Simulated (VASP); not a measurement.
# ZnS (CsCl type) (Pm-3m) in VASP: a series of runs

The runs below take ZnS (CsCl type) through relaxation of cell and atoms, with PBE.

Program: VASP 6.6.1. These are calculated values, not measurements. Logs are shortened: lines on timing, memory, paths and dates and some standing lists are left out, and cuts for length are marked.

**1. The cell of the first run**

It takes space group Pm-3m (No. 221, cubic). Conventional cell: a = 3.003 Å, b = 3.003 Å, c = 3.003 Å, α = 90.00°, β = 90.00°, γ = 90.00°. Zn (site symmetry m-3m) has 8 S at 2.60 Å and 6 Zn at 3.00 Å within 3.4 Å. Within 3.4 Å of S (site symmetry m-3m) lie 8 Zn at 2.60 Å and 6 S at 3.00 Å.

**2. Relaxation of cell and atoms, PBE, target pressure 18 GPa, at which the enthalpy is minimised**

Input file INCAR:

```
ALGO = Normal ; EDIFF = 1E-6
EDIFFG = -0.005 ; ENCUT = 600
GGA = PE ; IBRION = 2
ISIF = 3 ; ISMEAR = -1
LASPH = T ; LCHARG = F
LREAL = F ; LWAVE = F
NELM = 100 ; NSW = 60
PREC = Accurate ; PSTRESS = 180.0
SIGMA = 0.1
```

Input file KPOINTS:

```
k-points
0
Gamma
  15 15 15
```

Input file POSCAR:

```
ZnS
1.0
    3.0032923643      0.0000000000      0.0000000000
    0.0000000000      3.0032923643      0.0000000000
    0.0000000000      0.0000000000      3.0032923643
Zn S
1 1
Direct
    0.0000000000      0.0000000000      0.0000000000
    0.5000000000      0.5000000000      0.5000000000
```

Potentials or basis: VASP PAW PBE potentials, release 64 (Zn, S).

Command:

```bash
cat potpaw_PBE.64/Zn/POTCAR potpaw_PBE.64/S/POTCAR > POTCAR
mpirun -np 1 vasp_std > vasp.out
```

OUTCAR:

```text
EDIFF = 1E-6
   EDIFFG = -0.005
   ENCUT = 600
   GGA = PE
   IBRION = 2
   ISIF = 3
   ISMEAR = -1
   LASPH = T
   LREAL = F
   NELM = 100
   NSW = 60
   PREC = Accurate
   PSTRESS = 180.0

 ion  position               nearest neighbor table
   1  0.000  0.000  0.000-   2 2.60   2 2.60   2 2.60   2 2.60   2 2.60   2 2.60   2 2.60   2 2.60

   2  0.500  0.500  0.500-   1 2.60   1 2.60   1 2.60   1 2.60   1 2.60   1 2.60   1 2.60   1 2.60

  LATTYP: Found a simple cubic cell.
 ALAT       =     3.0032923643

  Lattice vectors:

 A1 = (   3.0032923643,   0.0000000000,   0.0000000000)
 A2 = (   0.0000000000,   3.0032923643,   0.0000000000)
 A3 = (   0.0000000000,   0.0000000000,   3.0032923643)

Analysis of symmetry for initial positions (statically):
=====================================================================
 Subroutine PRICEL returns:
 Original cell was already a primitive cell.

 Routine SETGRP: Setting up the symmetry group for a
 simple cubic supercell.

 Subroutine GETGRP returns: Found 48 space group operations
 (whereof 48 operations were pure point group operations)
 out of a pool of 48 trial point group operations.

The static configuration has the point symmetry O_h .

Analysis of symmetry for dynamics (positions and initial velocities):
=====================================================================
 Subroutine PRICEL returns:
 Original cell was already a primitive cell.

 Routine SETGRP: Setting up the symmetry group for a
 simple cubic supercell.

 Subroutine GETGRP returns: Found 48 space group operations
 (whereof 48 operations were pure point group operations)
 out of a pool of 48 trial point group operations.

The dynamic configuration has the point symmetry O_h .

 Subroutine INISYM returns: Found 48 space group operations
 (whereof 48 operations are pure point group operations),
 and found     1 'primitive' translations

----------------------------------------------------------------------------------------

                                     Primitive cell

  volume of cell :      27.0890

  direct lattice vectors                    reciprocal lattice vectors
     3.003292364  0.000000000  0.000000000     0.332967916  0.000000000  0.000000000
     0.000000000  3.003292364  0.000000000     0.000000000  0.332967916  0.000000000
     0.000000000  0.000000000  3.003292364     0.000000000  0.000000000  0.332967916

  length of vectors
     3.003292364  3.003292364  3.003292364     0.332967916  0.332967916  0.332967916

  position of ions in fractional coordinates (direct lattice)
     0.000000000  0.000000000  0.000000000
     0.500000000  0.500000000  0.500000000

  ion indices of the primitive-cell ions
   primitive index   ion index
                 1           1
                 2           2

----------------------------------------------------------------------------------------

 KPOINTS: k-points

Automatic generation of k-mesh.
 Grid dimensions read from file:
 generate k-points for:   15   15   15

 Generating k-lattice:

  Cartesian coordinates                     Fractional coordinates (reciprocal lattice)
     0.022197861  0.000000000  0.000000000     0.066666667  0.000000000  0.000000000
     0.000000000  0.022197861  0.000000000     0.000000000  0.066666667  0.000000000
     0.000000000  0.000000000  0.022197861     0.000000000  0.000000000  0.066666667

  Length of vectors
     0.022197861  0.022197861  0.022197861

  Shift w.r.t. Gamma in fractional coordinates (k-lattice)
     0.000000000  0.000000000  0.000000000

 Subroutine IBZKPT returns following result:
 ===========================================

 Found    120 irreducible k-points:

 Following reciprocal coordinates:
            Coordinates               Weight
  0.000000  0.000000  0.000000      1.000000
  0.066667  0.000000  0.000000      6.000000
  0.133333  0.000000  0.000000      6.000000
  0.200000  0.000000  0.000000      6.000000
  0.266667  0.000000  0.000000      6.000000
  0.333333  0.000000  0.000000      6.000000
[... 16 lines left out ...]
  0.266667  0.200000  0.000000     24.000000
  0.333333  0.200000  0.000000     24.000000
 [... further k-points ...]
   k-points           NKPTS =    120   k-points in BZ     NKDIM =    120   number of bands    NBANDS=     13
   number of dos      NEDOS =    301   number of ions     NIONS =      2
   total plane-waves  NPLWV =  13824
   dimension x,y,z NGX =    24 NGY =   24 NGZ =   24
   dimension x,y,z NGXF=    48 NGYF=   48 NGZF=   48
   ions per type =               1   1
   NGX,Y,Z   is equivalent  to a cutoff of  13.29, 13.29, 13.29 a.u.
   NGXF,Y,Z  is equivalent  to a cutoff of  26.57, 26.57, 26.57 a.u.
 SYSTEM =  unknown system
   PREC   = accura    normal or accurate (medium, high low for compatibility)
   ISTART =      0    job   : 0-new  1-cont  2-samecut
   ICHARG =      2    charge: 1-file 2-atom 10-const
   ISPIN  =      1    spin polarized calculation?
   LNONCOLLINEAR =      F non collinear calculations
   LSORBIT =      F    spin-orbit coupling
   LASPH  =      T    aspherical Exc in radial PAW
   ENCUT  =  600.0 eV  44.10 Ry    6.64 a.u.   6.00  6.00  6.00*2*pi/ulx,y,z
   NELM   =    100;   NELMIN=  2; NELMDL= -5     # of ELM steps
   EDIFF  = 0.1E-05   stopping-criterion for ELM
   LREAL  =      F    real-space projection
   EDIFFG = -.5E-02   stopping-criterion for IOM
   NSW    =     60    number of steps for IOM
   IBRION =      2    ionic relax: 0-MD 1-quasi-New 2-CG
   NFREE  =      1    steps in history (QN), initial steepest desc. (CG)
   ISIF   =      3    stress and relaxation
   ISYM   =      2    0-nonsym 1-usesym 2-fastsym
   POTIM  = 0.5000    time-step for ionic-motion
   TEBEG  =    0.0;   TEEND  =   0.0 temperature during run
   PSTRESS=  180.0 pullay stress
   NELECT =      18.0000    total number of electrons
   NUPDOWN=      -1.0000    fix difference up-down
   EMIN   =  10.00;   EMAX   =-10.00  energy-range for DOS
   EFERMI =   0.00;   METHOD = LEGACY
   ISMEAR =    -1;   SIGMA  =   0.10  broadening in eV -4-tet -1-fermi 0-gaus
   EFERMI_NEDOS =   21; number of points for ismear=-14 and -15
   IALGO  =     38    algorithm
   IMIX   =      4    mixing-type and parameters
     AMIX     =   0.40;   BMIX     =  1.00
     AMIX_MAG =   1.60;   BMIX_MAG =  1.00
  volume/ion in A,a.u.               =      13.54        91.40
  Fermi-wavevector in a.u.,A,eV,Ry     =   1.428570  2.699605 27.766919  2.040811
  Thomas-Fermi vector in A             =   2.548617
   LORBIT       =      0    0 simple, 1 ext, 2 COOP (PROOUT), +10 PAW based schemes
   GGA     = PE    functional components
   LHFCALC =     F    Hartree Fock is set to
   AEXX    =    0.0000 exact exchange contribution
   IVDW    =     0    specifies the selected vdW correction
   LEPSILON=     F    determine dielectric tensor
   LRPA    =     F    only Hartree local field effects (RPA)
 conjugate gradient relaxation of ions
 non-spin polarized calculation
  energy-cutoff  :      600.00
  volume of cell :       27.09
 maximum number of plane-waves:       922
 NGX is ok and might be reduce to    24
   NGX = 11   NGY = 11   NGZ = 11

--------------------------------------- Ionic step        1  -------------------------------------------

 number of electron      18.0000026 magnetization

 Free energy of the ion-electron system (eV)
  ---------------------------------------------------
  ext. energy  EPLUGINS =         0.00000000
  ---------------------------------------------------
  free energy    TOTEN  =        -4.61966611 eV

  energy without entropy =       -4.58564496  energy(sigma->0) =       -4.60265554

------------------------ aborting loop because EDIFF is reached ----------------------------------------

  FORCE on cell =-STRESS in cart. coord.  units (eV):
  Direction    XX          YY          ZZ          XY          YZ          ZX
  --------------------------------------------------------------------------------------
  -------------------------------------------------------------------------------------
  Total        3.6988490      3.6988490      3.6988490     -0.0000000      0.0000000      0.0000000
  in kB      218.7682756    218.7682756    218.7682756     -0.0000000      0.0000000      0.0000000
  external PRESSURE =      38.7682756 kB  Pullay stress =     180.0000000 kB
[... 61 lines left out ...]
  enthalpy is  TOTEN    =        -1.5775700326 eV   P V=        3.1900208418

--------------------------------------- Ionic step        3  -------------------------------------------

 number of electron      18.0000021 magnetization

 Free energy of the ion-electron system (eV)
  ---------------------------------------------------
  ext. energy  EPLUGINS =         0.00000000
  ---------------------------------------------------
  free energy    TOTEN  =        -4.70363508 eV

  energy without entropy =       -4.66932471  energy(sigma->0) =       -4.68647989

 E-fermi :   6.4834     XC(G=0): -11.8478

 val. band max:        6.4746415102   @ k =   0.4000   0.0000   0.0000
 cond. band min:       6.4945356144   @ k =   0.4000   0.0667   0.0000
 fundamental gap:      0.0198941042
 Fermi energy:         6.4834126265

 k-point     1 :       0.0000    0.0000    0.0000
  band No.  band energies     occupation
      1      -9.3632      2.00000
      2      -1.0649      2.00000
      3      -1.0649      2.00000
      4      -0.4912      2.00000
      5      -0.4912      2.00000
      6      -0.4912      2.00000
      7       4.8968      2.00000
      8       4.8968      2.00000
      9       4.8968      2.00000
     10       6.8231      0.06479
     11      12.2950      0.00000
     12      12.2950      0.00000
     13      20.2674      0.00000
[... 353 lines left out ...]
 k-point    24 :       0.3333    0.2000    0.0000
  band No.  band energies     occupation
      1      -7.7121      2.00000
      2      -1.4802      2.00000
      3      -0.9138      2.00000
      4      -0.7623      2.00000
      5      -0.7138      2.00000
      6      -0.5482      2.00000
      7       0.6135      2.00000
      8       3.2907      2.00000
      9       6.3968      1.40774
     10       9.8339      0.00000
     11      11.9507      0.00000
     12      15.4692      0.00000
     13      15.6139      0.00000

 [... further k-points ...]
[... 5 lines left out ...]
  --------------------------------------------------------------------------------------
  -------------------------------------------------------------------------------------
  Total        3.1209311      3.1209311      3.1209311     -0.0000000      0.0000000      0.0000000
  in kB      180.0826926    180.0826926    180.0826926     -0.0000000      0.0000000      0.0000000
  external PRESSURE =       0.0826926 kB  Pullay stress =     180.0000000 kB
[... 17 lines left out ...]
  FREE ENERGIE OF THE ION-ELECTRON SYSTEM (eV)
  ---------------------------------------------------
  free  energy   TOTEN  =        -4.7036350789 eV

  energy  without entropy=       -4.6693247088  energy(sigma->0) =       -4.68647989

  enthalpy is  TOTEN    =        -1.5841371040 eV   P V=        3.1194979749

 reached required accuracy - stopping structural energy minimisation
```

It took 40 s on 1 thread of Intel Xeon Platinum 8488C (Sapphire Rapids), shared host; peak memory 0.17 GiB.

What came out:

* Free energy: -4.7036 eV
* Relaxed volume: 13.88 Å³/atom
* Relaxed cell: a = 3.028 Å, b = 3.028 Å, c = 3.028 Å, α = 90.00°, β = 90.00°, γ = 90.00°
* Space group after relaxing (to 0.05 Å): Pm-3m (No. 221)
* Energy change on relaxing (the enthalpy is what falls): -42.0 meV/atom
* Ionic steps: 3
* Pressure after relaxing: 18.0 GPa
* Band gap on the k mesh: zero (band 9 reaches 6.85 eV, above the bottom of band 10 at 5.39 eV)

Step by step:
```tsv
step	energy change (eV)	largest force (eV/Å)	pressure (GPa)	volume (Å³)
1	0.0000	0.0000	21.88	27.09
2	-0.1479	0.0000	14.55	28.39
3	-0.0840	0.0000	18.01	27.77
```

Final structure:
```yaml
crystal:
  lattice:
    - [3.02813, 0.00000, 0.00000]
    - [0.00000, 3.02813, 0.00000]
    - [0.00000, 0.00000, 3.02813]
  atoms:
    - { symbol: Zn, position: [0.00000, 0.00000, 0.00000] }
    - { symbol: S, position: [0.50000, 0.50000, 0.50000] }
```

Levels at points of the mesh, in eV from the Fermi level:
| k point | band 5 | band 6 | band 7 | band 8 | band 9 | band 10 | band 11 | band 12 | band 13 |
| --- | --- | --- | --- | --- | --- | --- | --- | --- | --- |
| (0.00, 0.00, 0.00) | -6.97 | -6.97 | -1.59 | -1.59 | -1.59 | 0.34 | 5.81 | 5.81 | 13.78 |

Caveat: the cell is relaxed towards a set pressure, so the enthalpy falls and the energy may rise.

**3. Relaxation of cell and atoms, PBE, target pressure 18 GPa, at which the enthalpy is minimised**

This run uses another cell than the first one, of 13.86 Å³/atom, 1.023 times its volume.

Input file INCAR:

```
SYSTEM = ZnS
ALGO = Normal
EDIFF = 1E-6
EDIFFG = -0.005
ENCUT = 600
GGA = PE
IBRION = 2
ISIF = 3
ISMEAR = -1
LASPH = .TRUE.
LCHARG = .FALSE.
LREAL = .FALSE.
LWAVE = .FALSE.
NELM = 100
NSW = 32
PREC = Accurate
PSTRESS = 180.0
SIGMA = 0.1
```

Input file KPOINTS:

```
k-points
0
G
  15 15 15
  0 0 0
```

Input file POSCAR:

```
ZnS
1.0
    3.0264973111      0.0000000000      0.0000000000
    0.0000000000      3.0264973111      0.0000000000
    0.0000000000      0.0000000000      3.0264973111
Zn S
1 1
Direct
    0.0000000000      0.0000000000      0.0000000000
    0.5000000000      0.5000000000      0.5000000000
```

Potentials or basis: VASP PAW PBE potentials, release 64 (Zn, S).

Command:

```bash
cat potpaw_PBE.64/Zn/POTCAR potpaw_PBE.64/S/POTCAR > POTCAR
mpirun -np 1 vasp_std > vasp.out
```

It took 31 s on 1 thread of Intel Xeon Platinum 8488C (Sapphire Rapids), shared host; peak memory 0.18 GiB.

It converged, with:

| Property | Result |
| --- | --- |
| Free energy | -4.7027 eV |
| Relaxed volume | 13.88 Å³/atom |
| Relaxed cell | a = 3.028 Å, b = 3.028 Å, c = 3.028 Å, α = 90.00°, β = 90.00°, γ = 90.00° |
| Space group after relaxing (to 0.05 Å) | Pm-3m (No. 221) |
| Energy change on relaxing (the enthalpy is what falls) | -1.9 meV/atom |
| Ionic steps | 3 |
| Pressure after relaxing | 18.0 GPa |
| Band gap on the k mesh | zero (band 9 reaches 6.86 eV, above the bottom of band 10 at 5.39 eV) |

The path:
```
step  energy change (eV)  largest force (eV/Å)  pressure (GPa)  volume (Å³)
   1              0.0000                0.0000           18.24        27.72
   2             -0.0095                0.0000           17.77        27.81
   3             -0.0039                0.0000           17.99        27.76
```

Final structure:
```cif
data_structure
_symmetry_space_group_name_H-M 'P 1'
_symmetry_Int_Tables_number 1
_cell_length_a 3.0277
_cell_length_b 3.0277
_cell_length_c 3.0277
_cell_angle_alpha 90.000
_cell_angle_beta 90.000
_cell_angle_gamma 90.000
_cell_volume 27.76
loop_
_atom_site_label
_atom_site_type_symbol
_atom_site_fract_x
_atom_site_fract_y
_atom_site_fract_z
_atom_site_occupancy
Zn1 Zn 0.00000 0.00000 0.00000 1
S1 S 0.50000 0.50000 0.50000 1
```

Levels at points of the mesh, in eV from the Fermi level:
```
           k point  band 5  band 6  band 7  band 8  band 9  band 10  band 11  band 12  band 13
(0.00, 0.00, 0.00)   -6.98   -6.98   -1.59   -1.59   -1.59     0.34     5.81     5.81    13.79
```

Caveat: the cell is relaxed towards a set pressure, so the enthalpy falls and the energy may rise.
